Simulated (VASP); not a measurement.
Input of a VASP 6.6.1 run:

The input INCAR:

```
SYSTEM = KBr
PREC     = Accurate       ! precision mode
ENCUT    = 500            ! plane-wave cutoff, eV
EDIFF    = 1E-6           ! SCF threshold, eV
ISMEAR   = 0              ! smearing method
SIGMA    = 0.02           ! smearing width, eV
LREAL    = .False.        ! projectors in reciprocal space
LASPH    = .True.         ! aspherical terms in the spheres
NELM     = 120            ! most SCF steps
ALGO     = Normal         ! electronic algorithm
ISIF     = 2              ! what is computed and relaxed
LWAVE    = .False.        ! write WAVECAR
LCHARG   = .True.         ! write CHGCAR
GGA      = PS             ! functional
LELF     = .True.         ! ELF
LVHAR    = .True.       
NBANDS   = 15             ! bands
GGA_COMPAT= .False.
```

Contents of KPOINTS:

```
Automatic mesh
0
Gamma
  6 6 6
  0 0 0
```

The input POSCAR:

```
KBr
1.0
    0.0000000000      3.2749832239      3.2749832239
    3.2749832239      0.0000000000      3.2749832239
    3.2749832239      3.2749832239      0.0000000000
K Br
1 1
Direct
    0.0000000000      0.0000000000      0.0000000000
    0.5000000000      0.5000000000      0.5000000000
```

Potentials or basis: VASP PAW PBE potentials, release 64 (K_sv, Br).

The run is started by

```bash
$ cat potpaw_PBE.64/K_sv/POTCAR potpaw_PBE.64/Br/POTCAR > POTCAR
$ mpirun -np 1 vasp_std > vasp.out
```

(1) Predict the band gap on the k mesh.

(2) Predict the pressure.

## Answers

(1) 4.33 eV.

(2) 0.1 GPa.

Caveat: the PAW data sets were made with another functional, which shifts forces and pressure a little.
